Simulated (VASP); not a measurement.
# CdTe in VASP: notebook, part 3 of 3

VASP 6.6.1. Earlier steps stand in the parts before.

### Step 5. Single point, PBE0

This run uses another cell than the first one, of 31.60 Å³/atom, 0.923 times its volume.

The input, POSCAR:

```
CdTe
1.0
    0.0000000000      3.1616838793      3.1616838793
    3.1616838793      0.0000000000      3.1616838793
    3.1616838793      3.1616838793      0.0000000000
Te Cd
1 1
Direct
    0.7500000000      0.7500000000      0.7500000000
    0.0000000000      0.0000000000      0.0000000000
```

The input, INCAR.step1:

```
PREC     = Accurate       # precision mode
ENCUT    = 520            # plane-wave cutoff, eV
EDIFF    = 1E-5           # SCF threshold, eV
ISMEAR   = -1             # smearing method
SIGMA    = 0.05           # smearing width, eV
LREAL    = False          # projectors in reciprocal space
LASPH    = True           # aspherical terms in the spheres
NELM     = 100            # most SCF steps
ALGO     = Normal         # electronic algorithm
ISIF     = 2              # what is computed and relaxed
LWAVE    = True           # write WAVECAR
NBANDS   = 16             # bands
GGA      = PE             # functional
```

The input, INCAR.step2:

```
PREC     = Accurate       # precision mode
ENCUT    = 520            # plane-wave cutoff, eV
EDIFF    = 1E-7           # SCF threshold, eV
ISMEAR   = -1             # smearing method
SIGMA    = 0.05           # smearing width, eV
LREAL    = False          # projectors in reciprocal space
LASPH    = True           # aspherical terms in the spheres
NELM     = 100            # most SCF steps
ALGO     = Normal         # electronic algorithm
ISIF     = 2              # what is computed and relaxed
LWAVE    = False          # write WAVECAR
LCHARG   = True           # write CHGCAR
GGA      = PE             # functional
LHFCALC  = True           # exact exchange
AEXX     = 0.25           # exact-exchange fraction
PRECFOCK = Normal       
LELF     = True           # ELF
LVHAR    = True         
NBANDS   = 16             # bands
ISTART   = 1
```

The input, KPOINTS:

```
regular mesh
0
Gamma
  4 4 4
```

Potentials or basis: VASP PAW PBE potentials, release 64 (Te, Cd).

Run with:

```console
$ cat potpaw_PBE.64/Te/POTCAR potpaw_PBE.64/Cd/POTCAR > POTCAR
$ cp INCAR.step1 INCAR
$ mpirun -np 1 vasp_std > vasp.out
$ cp INCAR.step2 INCAR
$ mpirun -np 1 vasp_std > vasp.out
```

OUTCAR:

```text
PREC = Accurate
   ENCUT = 520
   EDIFF = 1E-7
   ISMEAR = -1
   LREAL = False
   LASPH = True
   NELM = 100
   ISIF = 2
   GGA = PE
   LHFCALC = True
   AEXX = 0.25
   PRECFOCK = Normal
   ISTART = 1

 ion  position               nearest neighbor table
   1  0.750  0.750  0.750-   2 2.74   2 2.74   2 2.74   2 2.74
   2  0.000  0.000  0.000-   1 2.74   1 2.74   1 2.74   1 2.74

  LATTYP: Found a face centered cubic cell.
 ALAT       =     6.3233677586

  Lattice vectors:

 A1 = (   0.0000000000,   3.1616838793,   3.1616838793)
 A2 = (   3.1616838793,   0.0000000000,   3.1616838793)
 A3 = (   3.1616838793,   3.1616838793,   0.0000000000)

Analysis of symmetry for initial positions (statically):
=====================================================================
 Subroutine PRICEL returns:
 Original cell was already a primitive cell.

 Routine SETGRP: Setting up the symmetry group for a
 face centered cubic supercell.

 Subroutine GETGRP returns: Found 24 space group operations
 (whereof 24 operations were pure point group operations)
 out of a pool of 48 trial point group operations.

The static configuration has the point symmetry T_d .

Analysis of symmetry for dynamics (positions and initial velocities):
=====================================================================
 Subroutine PRICEL returns:
 Original cell was already a primitive cell.

 Routine SETGRP: Setting up the symmetry group for a
 face centered cubic supercell.

 Subroutine GETGRP returns: Found 24 space group operations
 (whereof 24 operations were pure point group operations)
 out of a pool of 48 trial point group operations.

The dynamic configuration has the point symmetry T_d .

 Subroutine INISYM returns: Found 24 space group operations
 (whereof 24 operations are pure point group operations),
 and found     1 'primitive' translations

----------------------------------------------------------------------------------------

                                     Primitive cell

  volume of cell :      63.2099

  direct lattice vectors                    reciprocal lattice vectors
     0.000000000  3.161683879  3.161683879    -0.158143578  0.158143578  0.158143578
     3.161683879  0.000000000  3.161683879     0.158143578 -0.158143578  0.158143578
     3.161683879  3.161683879  0.000000000     0.158143578  0.158143578 -0.158143578

  length of vectors
     4.471296222  4.471296222  4.471296222     0.273912711  0.273912711  0.273912711

  position of ions in fractional coordinates (direct lattice)
     0.750000000  0.750000000  0.750000000
     0.000000000  0.000000000  0.000000000

  ion indices of the primitive-cell ions
   primitive index   ion index
                 1           1
                 2           2

----------------------------------------------------------------------------------------

 KPOINTS: regular mesh

Automatic generation of k-mesh.
 Grid dimensions read from file:
 generate k-points for:    4    4    4

 Generating k-lattice:

  Cartesian coordinates                     Fractional coordinates (reciprocal lattice)
    -0.039535894  0.039535894  0.039535894     0.250000000  0.000000000  0.000000000
     0.039535894 -0.039535894  0.039535894     0.000000000  0.250000000  0.000000000
     0.039535894  0.039535894 -0.039535894     0.000000000  0.000000000  0.250000000

  Length of vectors
     0.068478178  0.068478178  0.068478178

  Shift w.r.t. Gamma in fractional coordinates (k-lattice)
     0.000000000  0.000000000  0.000000000

 Subroutine IBZKPT returns following result:
 ===========================================

 Found      8 irreducible k-points:

 Following reciprocal coordinates:
            Coordinates               Weight
  0.000000  0.000000  0.000000      1.000000
  0.250000  0.000000  0.000000      8.000000
  0.500000  0.000000  0.000000      4.000000
  0.250000  0.250000  0.000000      6.000000
  0.500000  0.250000  0.000000     24.000000
 -0.250000  0.250000  0.000000     12.000000
  0.500000  0.500000  0.000000      3.000000
 -0.250000  0.500000  0.250000      6.000000
   k-points           NKPTS =      8   k-points in BZ     NKDIM =     64   number of bands    NBANDS=     16
   number of dos      NEDOS =    301   number of ions     NIONS =      2
   total plane-waves  NPLWV =  46656
   dimension x,y,z NGX =    36 NGY =   36 NGZ =   36
   dimension x,y,z NGXF=    72 NGYF=   72 NGZF=   72
   ions per type =               1   1
   NGX,Y,Z   is equivalent  to a cutoff of  13.39, 13.39, 13.39 a.u.
   NGXF,Y,Z  is equivalent  to a cutoff of  26.77, 26.77, 26.77 a.u.
 SYSTEM =  unknown system
   PREC   = accura    normal or accurate (medium, high low for compatibility)
   ISTART =      1    job   : 0-new  1-cont  2-samecut
   ICHARG =      0    charge: 1-file 2-atom 10-const
   ISPIN  =      1    spin polarized calculation?
   LNONCOLLINEAR =      F non collinear calculations
   LSORBIT =      F    spin-orbit coupling
   LASPH  =      T    aspherical Exc in radial PAW
   ENCUT  =  520.0 eV  38.22 Ry    6.18 a.u.   8.31  8.31  8.31*2*pi/ulx,y,z
   NELM   =    100;   NELMIN=  2; NELMDL=  0     # of ELM steps
   EDIFF  = 0.1E-06   stopping-criterion for ELM
   LREAL  =      F    real-space projection
   EDIFFG = 0.1E-05   stopping-criterion for IOM
   NSW    =      0    number of steps for IOM
   IBRION =     -1    ionic relax: 0-MD 1-quasi-New 2-CG
   NFREE  =      0    steps in history (QN), initial steepest desc. (CG)
   ISIF   =      2    stress and relaxation
   ISYM   =      3    0-nonsym 1-usesym 2-fastsym
   POTIM  = 0.5000    time-step for ionic-motion
   TEBEG  =    0.0;   TEEND  =   0.0 temperature during run
   PSTRESS=    0.0 pullay stress
   NELECT =      18.0000    total number of electrons
   NUPDOWN=      -1.0000    fix difference up-down
   EMIN   =  10.00;   EMAX   =-10.00  energy-range for DOS
   EFERMI =   0.00;   METHOD = LEGACY
   ISMEAR =    -1;   SIGMA  =   0.05  broadening in eV -4-tet -1-fermi 0-gaus
   EFERMI_NEDOS =   21; number of points for ismear=-14 and -15
   IALGO  =     38    algorithm
   IMIX   =      1    mixing-type and parameters
     AMIX     =   0.40;   BMIX     =  1.00
     AMIX_MAG =   1.60;   BMIX_MAG =  1.00
  volume/ion in A,a.u.               =      31.60       213.28
  Fermi-wavevector in a.u.,A,eV,Ry     =   1.077053  2.035336 15.783356  1.160044
  Thomas-Fermi vector in A             =   2.212955
   LORBIT       =      0    0 simple, 1 ext, 2 COOP (PROOUT), +10 PAW based schemes
   GGA     = PE    functional components
   LHFCALC =     T    Hartree Fock is set to
   PRECFOCK=normal    Normal, Fast or Accurate (Low or Medium for compatibility)
   ENCUT4O =  -1.0   cutoff for four orbital integrals eV
   NKREDX  =     1    reduce k-point grid by
   NKREDY  =     1    reduce k-point grid by
   NKREDZ  =     1    reduce k-point grid by
   AEXX    =    0.2500 exact exchange contribution
   HFSCREEN=    0.0000 screening length (either q_TF or 0.3 A-1)
   HFSCREENC=   0.0000 screening length for correlation (either q_TF or 0.3 A-1)
   ENCUTFOCK=  -1.0 apply spherical cutoff to Coloumb kernel
   IVDW    =     0    specifies the selected vdW correction
   LEPSILON=     F    determine dielectric tensor
   LRPA    =     F    only Hartree local field effects (RPA)
 non-spin polarized calculation
  energy-cutoff  :      520.00
  volume of cell :       63.21
 maximum number of plane-waves:      1724
 NGX is ok and might be reduce to    36
  NGX = 28; NGY = 28; NGZ = 28

 number of electron      18.0000004 magnetization

 Free energy of the ion-electron system (eV)
  ---------------------------------------------------
  ext. energy  EPLUGINS =         0.00000000
  ---------------------------------------------------
  free energy    TOTEN  =        -6.44164623 eV

  energy without entropy =       -6.44164623  energy(sigma->0) =       -6.44164623

 E-fermi :   3.2597     XC(G=0):  -7.0459

 val. band max:        2.1858396655   @ k =   0.0000   0.0000   0.0000
 cond. band min:       4.6860692491   @ k =   0.0000   0.0000   0.0000
 fundamental gap:      2.5002295837
 Fermi energy:         3.2596697148

 k-point     1 :       0.0000    0.0000    0.0000
  band No.  band energies     occupation
      1     -10.4935      2.00000
      2      -7.7310      2.00000
      3      -7.7310      2.00000
      4      -7.7310      2.00000
      5      -7.4063      2.00000
      6      -7.4063      2.00000
[... 129 lines left out ...]
      3      -7.5741      2.00000
      4      -7.4453      2.00000
      5      -7.4089      2.00000
      6      -6.5634      2.00000
[... 8 lines left out ...]
     15      15.5589      0.00000
     16      15.6235      0.00000

------------------------ aborting loop because EDIFF is reached ----------------------------------------

  FORCE on cell =-STRESS in cart. coord.  units (eV):
  Direction    XX          YY          ZZ          XY          YZ          ZX
  --------------------------------------------------------------------------------------
  -------------------------------------------------------------------------------------
  Total        2.3011360      2.3011360      2.3011360     -0.0000000      0.0000000     -0.0000000
  in kB       58.3267185     58.3267185     58.3267185     -0.0000000      0.0000000     -0.0000000
  external PRESSURE =      58.3267185 kB  Pullay stress =       0.0000000 kB

 VOLUME and BASIS-vectors are now :
 -----------------------------------------------------------------------------
  energy-cutoff  :      520.00
  volume of cell :       63.21
      direct lattice vectors                 reciprocal lattice vectors
     0.000000000  3.161683879  3.161683879    -0.158143578  0.158143578  0.158143578
     3.161683879  0.000000000  3.161683879     0.158143578 -0.158143578  0.158143578
     3.161683879  3.161683879  0.000000000     0.158143578  0.158143578 -0.158143578

 POSITION                                       TOTAL-FORCE (eV/Angst)
 -----------------------------------------------------------------------------------
      4.74253      4.74253      4.74253        -0.000000      0.000000     -0.000000
      0.00000      0.00000      0.00000         0.000000     -0.000000      0.000000
 -----------------------------------------------------------------------------------
    total drift:                                0.000001      0.000001      0.000001

  FREE ENERGIE OF THE ION-ELECTRON SYSTEM (eV)
  ---------------------------------------------------
  free  energy   TOTEN  =        -6.4416462279 eV

  energy  without entropy=       -6.4416462279  energy(sigma->0) =       -6.44164623
```

It took 22 min on 1 thread of Intel Xeon Platinum 8259CL at 2.50GHz (Skylake/Cascade Lake), shared host; peak memory 0.21 GiB.

Results:

```
Free energy            : -6.4416 eV
Pressure               : 5.8 GPa
Band gap on the k mesh : 2.50 eV, direct
```

Caveat: the k points lie up to 0.43 Å⁻¹ apart; the PAW data sets were made with another functional, which shifts forces and pressure a little; spin-orbit coupling is left out, which moves the levels of the heavy elements.

### Step 6. Single point, PBE0

This run uses another cell than the first one, of 32.26 Å³/atom, 0.942 times its volume.

The input, POSCAR:

```
CdTe
1.0
    0.0000000000      3.1834892848      3.1834892848
    3.1834892848      0.0000000000      3.1834892848
    3.1834892848      3.1834892848      0.0000000000
Te Cd
1 1
Direct
    0.7500000000      0.7500000000      0.7500000000
    0.0000000000      0.0000000000      0.0000000000
```

The input, INCAR.step1:

```
  PREC = Accurate
  ENCUT = 520
  EDIFF = 1E-5
  ISMEAR = -1
  SIGMA = 0.05
  LREAL = F
  LASPH = T
  NELM = 100
  ALGO = Normal
  ISIF = 2
  LWAVE = T
  GGA = PE
  NBANDS = 16
```

The input, INCAR.step2:

```
  PREC = Accurate
  ENCUT = 520
  EDIFF = 1E-7
  ISMEAR = -1
  SIGMA = 0.05
  LREAL = F
  LASPH = T
  NELM = 100
  ALGO = Normal
  ISIF = 2
  LWAVE = F
  LCHARG = T
  GGA = PE
  LHFCALC = T
  AEXX = 0.25
  PRECFOCK = Normal
  LELF = T
  LVHAR = T
  ISTART = 1
  NBANDS = 16
```

KPOINTS is that of step 5.

Potentials or basis: VASP PAW PBE potentials, release 64 (Te, Cd).

Run with:

```console
$ cat potpaw_PBE.64/Te/POTCAR potpaw_PBE.64/Cd/POTCAR > POTCAR
$ cp INCAR.step1 INCAR
$ mpirun -np 1 vasp_std > vasp.out
$ cp INCAR.step2 INCAR
$ mpirun -np 1 vasp_std > vasp.out
```

Wall time 17 min (1 thread of Intel Xeon Platinum 8259CL at 2.50GHz (Skylake/Cascade Lake), shared host); peak memory 0.21 GiB.

Results (log left out):

- Free energy: -6.4842 eV
- Pressure: 4.5 GPa
- Band gap on the k mesh: 2.43 eV, direct

Levels at points of the mesh, in eV from the valence-band top:
```csv
k point,band 5,band 6,band 7,band 8,band 9,band 10,band 11,band 12,band 13,band 14
"(0.00, 0.00, 0.00)",-9.53,-9.53,0.00,0.00,0.00,2.43,6.15,6.15,6.15,9.32
"(0.50, 0.00, 0.00)",-9.52,-9.03,-5.15,-0.93,-0.93,3.38,6.75,6.75,8.71,10.74
"(0.50, 0.50, 0.00)",-9.50,-8.82,-4.96,-2.23,-2.23,3.83,4.16,11.07,11.42,11.42
```

Caveat: the k points lie up to 0.43 Å⁻¹ apart; the PAW data sets were made with another functional, which shifts forces and pressure a little; spin-orbit coupling is left out, which moves the levels of the heavy elements.

### Step 7. Overview

| level | cell | k mesh | cutoff (eV) | smearing | grid for exact exchange (PRECFOCK) | gap on the mesh (eV) | pressure (GPa) |
| --- | --- | --- | --- | --- | --- | --- | --- |
| PBEsol | a = 4.624, b = 4.624, c = 4.533 Å, angles 60.7, 60.7, 58.7°, 2 atoms | 6 × 6 × 6 | 500 | fermi-dirac 0.05 eV | - | 0.59 | 0.1 |
| PBE | a = 4.533 Å, angles 60.0°, 2 atoms | 7 × 7 × 7 | 520 | gaussian 0.029 eV | - | 0.87 | 4.4 |
| PBE | a = 4.533 Å, angles 60.0°, 2 atoms | 7 × 7 × 7 | 520 | gaussian 0.03 eV | - | 0.87 | 4.4 |
| PBE0 | a = 4.471 Å, angles 60.0°, 2 atoms | 4 × 4 × 4 | 520 | fermi-dirac 0.05 eV | Normal | 2.50 | 5.8 |
| PBE0 | a = 4.502 Å, angles 60.0°, 2 atoms | 4 × 4 × 4 | 520 | fermi-dirac 0.05 eV | Normal | 2.43 | 4.5 |

Alike in all rows: task single point; potentials or basis VASP PAW PBE potentials, release 64 (Te, Cd); no spin polarisation.

Caveats: some runs use coarse meshes; spin-orbit coupling is left out, which moves the levels of the heavy elements; the PAW data sets were made with another functional, which shifts forces and pressure a little (some runs).

Total energies depend on the potentials used, so only differences within one code and one set of settings carry meaning.
